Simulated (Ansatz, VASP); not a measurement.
# TaN: VASP beside Ansatz

```
Ta N
1.0
     5.16635    0.00000    0.00000
    -2.58318    4.47419    0.00000
     0.00000    0.00000    2.88909
Ta N
3 3
Direct
  0.00000 0.00000 0.00000
  0.33333 0.66667 0.50000
  0.66667 0.33333 0.50000
  0.50000 0.00000 0.00000
  0.50000 0.50000 0.00000
  0.00000 0.50000 0.00000
```

Alike in both runs: functional LDA; k mesh 5 × 5 × 8; no spin polarisation.

Ansatz relaxed the structure, and its values are those at the end. VASP's run is a single point on that final structure, the one shown.

|  | VASP | Ansatz |
| --- | --- | --- |
| version | VASP 6.6.1 | Ansatz 0.2.0 |
| potentials or method | VASP PAW LDA potentials, release 64 (Ta_pv, N) | plane waves, PAW |
| plane-wave cutoff (eV) | 520 | 420 |
| occupations | methfessel-paxton of order 1, width 0.15 eV | cold, width 0.15 eV |
| valence electrons in the cell | 48 | 54 |

```csv
,VASP,Ansatz,Ansatz less VASP
pressure (GPa),1.8,0.0,-1.83
```

LDA's correlation is that of Perdew and Zunger in VASP and of Perdew and Wang (1992) in Ansatz. VASP's potentials hold 48 valence electrons a cell and Ansatz's 54, so a difference there can come from the potentials and not from the codes. Ansatz's warnings: structure snapped to symmetry.

Spin-orbit coupling is off throughout.
